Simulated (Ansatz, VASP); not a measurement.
## Hf in VASP and in Ansatz

The input INCAR:

```
SYSTEM = Hf
PREC = Accurate ; ENCUT = 520
EDIFF = 1E-6 ; ISMEAR = -1
SIGMA = 0.03 ; LREAL = .FALSE.
LASPH = .TRUE. ; NELM = 80
ALGO = Normal ; ISIF = 2
LWAVE = .FALSE. ; LCHARG = .FALSE.
GGA = PS ; NBANDS = 11
```

File KPOINTS:

```
Automatic mesh
0
G
  16 16 16
  0 0 0
```

The input POSCAR:

```
Hf
1.0
    0.0000000000      2.2125751954      2.2125751954
    2.2125751954      0.0000000000      2.2125751954
    2.2125751954      2.2125751954      0.0000000000
Hf
1
Direct
    0.0000000000      0.0000000000      0.0000000000
```

Input for Ansatz:

```yaml
crystal:
  lattice:
    - [0.0, 2.2125751954, 2.2125751954]
    - [2.2125751954, 0.0, 2.2125751954]
    - [2.2125751954, 2.2125751954, 0.0]
  atoms:
    - { symbol: Hf, position: [0.0, 0.0, 0.0] }
kpoints:
  mp_grid: { grid: [16, 16, 16] }
  band_path:
    path:
      - [0.0, 0.0, 0.0]
      - [0.5, 0.0, 0.5]
      - [0.625, 0.25, 0.625]
      - [0.375, 0.375, 0.75]
      - [0.0, 0.0, 0.0]
      - [0.5, 0.5, 0.5]
      - [0.5, 0.25, 0.75]
      - [0.5, 0.0, 0.5]
    npoints: 5
scf:
  occupations: { method: fermi_dirac, width: 0.03 }
hamiltonian:
  xc: pbesol
  pseudopotentials: { kind: all_electron, lapw: { basis_error: 0.00025 } }
output:
  forces: true
  stress: true
  eigenvalues: true
```

Change from the starting cell: volume scaled by 0.99.

Alike in both runs: task single point; functional PBEsol; k mesh 16 × 16 × 16; occupations fermi-dirac, width 0.03 eV; no spin polarisation.

|  | VASP | Ansatz |
| --- | --- | --- |
| version | VASP 6.6.1 | Ansatz 0.2.0 |
| potentials or method | VASP PAW PBE potentials, release 64 (Hf_pv), cutoff 520 eV | all-electron LAPW, scalar-relativistic |

VASP gave:

```
pressure (GPa) : -1.0
```

Question: What did Ansatz give for the same quantities?

Answer: Pressure (GPa): -0.6.

VASP's potentials were made for PBE, not for PBEsol. Ansatz ran all-electron here, and VASP with PAW potentials.

Spin-orbit coupling is off throughout.
